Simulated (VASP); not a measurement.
# MgO (P6_3/mmc) in VASP: further runs

The runs below take MgO through single point, with PBE.

All numbers are computed with VASP 6.6.1; they aren't measurements. Logs are shortened: lines on timing, memory, paths and dates and some standing lists are left out, and cuts for length are marked.

**1. The cell of the first run**

The structure is hexagonal, space group P6_3/mmc (No. 194). Conventional cell: a = 3.673 Å, b = 3.673 Å, c = 4.147 Å, α = 90.00°, β = 90.00°, γ = 120.00°. Mg (site symmetry -6m2) has 5 O at 2.07 to 2.12 Å within 2.7 Å. O (site symmetry -6m2) has 5 Mg at 2.07 to 2.12 Å within 2.7 Å.

**2. Single point, PBE (volume 12.109 Å^3 an atom, c/a of the conventional cell 1.1291)**

Contents of INCAR:

```
SYSTEM = MgO
PREC = Accurate
ENCUT = 520
EDIFF = 1E-6
ISMEAR = 0
SIGMA = 0.05
LREAL = .False.
LASPH = .True.
NELM = 60
ALGO = Normal
ISIF = 2
LWAVE = .False.
LCHARG = .True.
GGA = PE
LELF = .True.
LVHAR = .True.
NBANDS = 16
```

Contents of KPOINTS:

```
Automatic mesh
0
Gamma
  9 9 6
  0 0 0
```

Contents of POSCAR:

```
MgO
1.0
    3.6725558625      0.0000000000      0.0000000000
   -1.8362779313      3.1805266737      0.0000000000
    0.0000000000      0.0000000000      4.1466828243
Mg O
2 2
Direct
    0.6666666667      0.3333333333      0.7500000000
    0.3333333333      0.6666666667      0.2500000000
    0.6666666667      0.3333333333      0.2500000000
    0.3333333333      0.6666666667      0.7500000000
```

Potentials or basis: VASP PAW PBE potentials, release 64 (Mg, O).

The run is started by

```
cat potpaw_PBE.64/Mg/POTCAR potpaw_PBE.64/O/POTCAR > POTCAR
mpirun -np 1 vasp_std > vasp.out
```

OUTCAR:

```text
SYSTEM = MgO
   PREC = Accurate
   ENCUT = 520
   EDIFF = 1E-6
   ISMEAR = 0
   LREAL = .False.
   LASPH = .True.
   NELM = 60
   ISIF = 2
   GGA = PE

 ion  position               nearest neighbor table
   1  0.667  0.333  0.750-   3 2.07   3 2.07   4 2.12   4 2.12   4 2.12   2 2.97   2 2.97   2 2.97
                             2 2.97   2 2.97   2 2.97
   2  0.333  0.667  0.250-   4 2.07   4 2.07   3 2.12   3 2.12   3 2.12   1 2.97   1 2.97   1 2.97
                             1 2.97   1 2.97   1 2.97
   3  0.667  0.333  0.250-   1 2.07   1 2.07   2 2.12   2 2.12   2 2.12
   4  0.333  0.667  0.750-   2 2.07   2 2.07   1 2.12   1 2.12   1 2.12

  LATTYP: Found a hexagonal cell.
 ALAT       =     3.6725558625
 C/A-ratio  =     1.1291000000

  Lattice vectors:

 A1 = (   3.6725558625,   0.0000000000,   0.0000000000)
 A2 = (  -1.8362779313,   3.1805266737,   0.0000000000)
 A3 = (   0.0000000000,   0.0000000000,   4.1466828243)

Analysis of symmetry for initial positions (statically):
=====================================================================
 Subroutine PRICEL returns:
 Original cell was already a primitive cell.

 Routine SETGRP: Setting up the symmetry group for a
 hexagonal supercell.

 Subroutine GETGRP returns: Found 24 space group operations
 (whereof 12 operations were pure point group operations)
 out of a pool of 24 trial point group operations.

The static configuration has the point symmetry D_3d.
 The point group associated with its full space group is D_6h.

Analysis of symmetry for dynamics (positions and initial velocities):
=====================================================================
 Subroutine PRICEL returns:
 Original cell was already a primitive cell.

 Routine SETGRP: Setting up the symmetry group for a
 hexagonal supercell.

 Subroutine GETGRP returns: Found 24 space group operations
 (whereof 12 operations were pure point group operations)
 out of a pool of 24 trial point group operations.

The dynamic configuration has the point symmetry D_3d.
 The point group associated with its full space group is D_6h.

 Subroutine INISYM returns: Found 24 space group operations
 (whereof 12 operations are pure point group operations),
 and found     1 'primitive' translations

----------------------------------------------------------------------------------------

                                     Primitive cell

  volume of cell :      48.4360

  direct lattice vectors                    reciprocal lattice vectors
     3.672555862  0.000000000  0.000000000     0.272289936  0.157206668  0.000000000
    -1.836277931  3.180526674  0.000000000     0.000000000  0.314413335  0.000000000
     0.000000000  0.000000000  4.146682824     0.000000000  0.000000000  0.241156617

  length of vectors
     3.672555862  3.672555862  4.146682824     0.314413335  0.314413335  0.241156617

  position of ions in fractional coordinates (direct lattice)
     0.666666667  0.333333333  0.750000000
     0.333333333  0.666666667  0.250000000
     0.666666667  0.333333333  0.250000000
     0.333333333  0.666666667  0.750000000

  ion indices of the primitive-cell ions
   primitive index   ion index
                 1           1
                 2           2
                 3           3
                 4           4

----------------------------------------------------------------------------------------

 KPOINTS: Automatic mesh

Automatic generation of k-mesh.
 Grid dimensions read from file:
 generate k-points for:    9    9    6

 Generating k-lattice:

  Cartesian coordinates                     Fractional coordinates (reciprocal lattice)
     0.030254437  0.017467408  0.000000000     0.111111111  0.000000000  0.000000000
     0.000000000  0.034934815  0.000000000     0.000000000  0.111111111  0.000000000
     0.000000000  0.000000000  0.040192769     0.000000000  0.000000000  0.166666667

  Length of vectors
     0.034934815  0.034934815  0.040192769

  Shift w.r.t. Gamma in fractional coordinates (k-lattice)
     0.000000000  0.000000000  0.000000000

 Subroutine IBZKPT returns following result:
 ===========================================

 Found     48 irreducible k-points:

 Following reciprocal coordinates:
            Coordinates               Weight
  0.000000  0.000000  0.000000      1.000000
  0.111111  0.000000  0.000000      6.000000
  0.222222  0.000000  0.000000      6.000000
  0.333333  0.000000  0.000000      6.000000
  0.444444  0.000000  0.000000      6.000000
  0.111111  0.111111  0.000000      6.000000
[... 16 lines left out ...]
  0.333333  0.222222  0.166667     24.000000
  0.333333  0.333333  0.166667      4.000000
 [... further k-points ...]
   k-points           NKPTS =     48   k-points in BZ     NKDIM =     48   number of bands    NBANDS=     16
   number of dos      NEDOS =    301   number of ions     NIONS =      4
   total plane-waves  NPLWV =  25088
   dimension x,y,z NGX =    28 NGY =   28 NGZ =   32
   dimension x,y,z NGXF=    56 NGYF=   56 NGZF=   64
   ions per type =               2   2
   NGX,Y,Z   is equivalent  to a cutoff of  12.67, 12.67, 12.83 a.u.
   NGXF,Y,Z  is equivalent  to a cutoff of  25.35, 25.35, 25.66 a.u.
 SYSTEM =  MgO
   PREC   = accura    normal or accurate (medium, high low for compatibility)
   ISTART =      0    job   : 0-new  1-cont  2-samecut
   ICHARG =      2    charge: 1-file 2-atom 10-const
   ISPIN  =      1    spin polarized calculation?
   LNONCOLLINEAR =      F non collinear calculations
   LSORBIT =      F    spin-orbit coupling
   LASPH  =      T    aspherical Exc in radial PAW
   ENCUT  =  520.0 eV  38.22 Ry    6.18 a.u.   6.83  6.83  7.71*2*pi/ulx,y,z
   NELM   =     60;   NELMIN=  2; NELMDL= -5     # of ELM steps
   EDIFF  = 0.1E-05   stopping-criterion for ELM
   LREAL  =      F    real-space projection
   EDIFFG = 0.1E-04   stopping-criterion for IOM
   NSW    =      0    number of steps for IOM
   IBRION =     -1    ionic relax: 0-MD 1-quasi-New 2-CG
   NFREE  =      0    steps in history (QN), initial steepest desc. (CG)
   ISIF   =      2    stress and relaxation
   ISYM   =      2    0-nonsym 1-usesym 2-fastsym
   POTIM  = 0.5000    time-step for ionic-motion
   TEBEG  =    0.0;   TEEND  =   0.0 temperature during run
   PSTRESS=    0.0 pullay stress
   NELECT =      16.0000    total number of electrons
   NUPDOWN=      -1.0000    fix difference up-down
   EMIN   =  10.00;   EMAX   =-10.00  energy-range for DOS
   EFERMI =   0.00;   METHOD = LEGACY
   ISMEAR =     0;   SIGMA  =   0.05  broadening in eV -4-tet -1-fermi 0-gaus
   EFERMI_NEDOS =   21; number of points for ismear=-14 and -15
   IALGO  =     38    algorithm
   IMIX   =      4    mixing-type and parameters
     AMIX     =   0.40;   BMIX     =  1.00
     AMIX_MAG =   1.60;   BMIX_MAG =  1.00
  volume/ion in A,a.u.               =      12.11        81.72
  Fermi-wavevector in a.u.,A,eV,Ry     =   1.131685  2.138574 17.425118  1.280710
  Thomas-Fermi vector in A             =   2.268384
   LORBIT       =      0    0 simple, 1 ext, 2 COOP (PROOUT), +10 PAW based schemes
   GGA     = PE    functional components
   LHFCALC =     F    Hartree Fock is set to
   AEXX    =    0.0000 exact exchange contribution
   IVDW    =     0    specifies the selected vdW correction
   LEPSILON=     F    determine dielectric tensor
   LRPA    =     F    only Hartree local field effects (RPA)
 non-spin polarized calculation
 Gauss-broadening in eV      SIGMA  =   0.05
  energy-cutoff  :      520.00
  volume of cell :       48.44
 maximum number of plane-waves:      1316
 NGX is ok and might be reduce to    28
   NGX = 13   NGY = 13   NGZ = 15

 number of electron      16.0000011 magnetization

 Free energy of the ion-electron system (eV)
  ---------------------------------------------------
  ext. energy  EPLUGINS =         0.00000000
  ---------------------------------------------------
  free energy    TOTEN  =       -23.56179541 eV

  energy without entropy =      -23.56179541  energy(sigma->0) =      -23.56179541

 E-fermi :   1.5490     XC(G=0):  -9.6329

 val. band max:        1.2762667794   @ k =   0.0000   0.0000   0.0000
 cond. band min:       4.3444106956   @ k =   0.0000   0.0000   0.0000
 fundamental gap:      3.0681439162
 Fermi energy:         1.5490453295

 k-point     1 :       0.0000    0.0000    0.0000
  band No.  band energies     occupation
      1     -15.1704      2.00000
      2     -13.9284      2.00000
      3      -1.8258      2.00000
      4      -0.2611      2.00000
      5      -0.2611      2.00000
      6       0.7599      2.00000
[... 8 lines left out ...]
     15      15.8991      0.00000
     16      16.3449      0.00000

 k-point     2 :       0.1111    0.0000    0.0000
  band No.  band energies     occupation
      1     -15.1219      2.00000
      2     -13.9443      2.00000
      3      -1.7445      2.00000
      4      -0.4171      2.00000
      5      -0.3514      2.00000
      6       0.4785      2.00000
[... 8 lines left out ...]
     15      15.8483      0.00000
     16      15.9378      0.00000

 k-point     3 :       0.2222    0.0000    0.0000
  band No.  band energies     occupation
      1     -14.9877      2.00000
      2     -13.9951      2.00000
      3      -1.5118      2.00000
      4      -0.8873      2.00000
      5      -0.5430      2.00000
      6       0.0886      2.00000
[... 8 lines left out ...]
     15      15.0410      0.00000
     16      15.5928      0.00000

 k-point     4 :       0.3333    0.0000    0.0000
  band No.  band energies     occupation
      1     -14.8027      2.00000
      2     -14.0846      2.00000
      3      -1.4269      2.00000
      4      -1.1682      2.00000
      5      -0.7234      2.00000
      6      -0.1365      2.00000
[... 8 lines left out ...]
     15      14.4183      0.00000
     16      15.6201      0.00000
[... 324 lines left out ...]
 k-point    22 :       0.2222    0.2222    0.1667
  band No.  band energies     occupation
      1     -14.6503      2.00000
      2     -14.1625      2.00000
      3      -1.5576      2.00000
      4      -1.5428      2.00000
      5      -0.6012      2.00000
      6      -0.1742      2.00000
[... 8 lines left out ...]
     15      15.4342      0.00000
     16      16.1738      0.00000

 k-point    23 :       0.3333    0.2222    0.1667
  band No.  band energies     occupation
      1     -14.5017      2.00000
      2     -14.2578      2.00000
      3      -1.8086      2.00000
      4      -1.3217      2.00000
      5      -0.9433      2.00000
      6       0.0416      2.00000
[... 8 lines left out ...]
     15      15.3660      0.00000
     16      16.2555      0.00000

 k-point    24 :       0.3333    0.3333    0.1667
  band No.  band energies     occupation
      1     -14.3705      2.00000
      2     -14.3705      2.00000
      3      -1.7883      2.00000
      4      -1.2125      2.00000
      5      -1.2125      2.00000
      6       0.3533      2.00000
[... 8 lines left out ...]
     15      15.3366      0.00000
     16      16.8591      0.00000

 [... further k-points ...]
[... 5 lines left out ...]
  --------------------------------------------------------------------------------------
  -------------------------------------------------------------------------------------
  Total       -2.6084896     -2.6084896     -0.4216855      0.0000000      0.0000000     -0.0000000
  in kB      -86.2842276    -86.2842276    -13.9486100      0.0000000      0.0000000     -0.0000000
  external PRESSURE =     -62.1723550 kB  Pullay stress =       0.0000000 kB

 VOLUME and BASIS-vectors are now :
 -----------------------------------------------------------------------------
  energy-cutoff  :      520.00
  volume of cell :       48.44
      direct lattice vectors                 reciprocal lattice vectors
     3.672555862  0.000000000  0.000000000     0.272289936  0.157206668  0.000000000
    -1.836277931  3.180526674  0.000000000     0.000000000  0.314413335  0.000000000
     0.000000000  0.000000000  4.146682824     0.000000000  0.000000000  0.241156617

 POSITION                                       TOTAL-FORCE (eV/Angst)
 -----------------------------------------------------------------------------------
      1.83628      1.06018      3.11001         0.000000      0.000000      0.000000
     -0.00000      2.12035      1.03667        -0.000000     -0.000000      0.000000
      1.83628      1.06018      1.03667         0.000000     -0.000000      0.000000
     -0.00000      2.12035      3.11001         0.000000      0.000000      0.000000
 -----------------------------------------------------------------------------------
    total drift:                                0.000000     -0.000000      0.000000

  FREE ENERGIE OF THE ION-ELECTRON SYSTEM (eV)
  ---------------------------------------------------
  free  energy   TOTEN  =       -23.5617954149 eV

  energy  without entropy=      -23.5617954149  energy(sigma->0) =      -23.56179541
```

It took 36 s on 1 thread of Intel Xeon Platinum 8259CL at 2.50GHz (Skylake/Cascade Lake), shared host; peak memory 0.18 GiB.

What came out:

```
Free energy            : -23.5618 eV
Pressure               : -6.2 GPa
Band gap on the k mesh : 3.07 eV, direct
```

Stress tensor (GPa, compression positive):
```
-8.63  0.00  0.00
 0.00 -8.63  0.00
 0.00  0.00 -1.39
```

(Continued in part 2 of 2.)
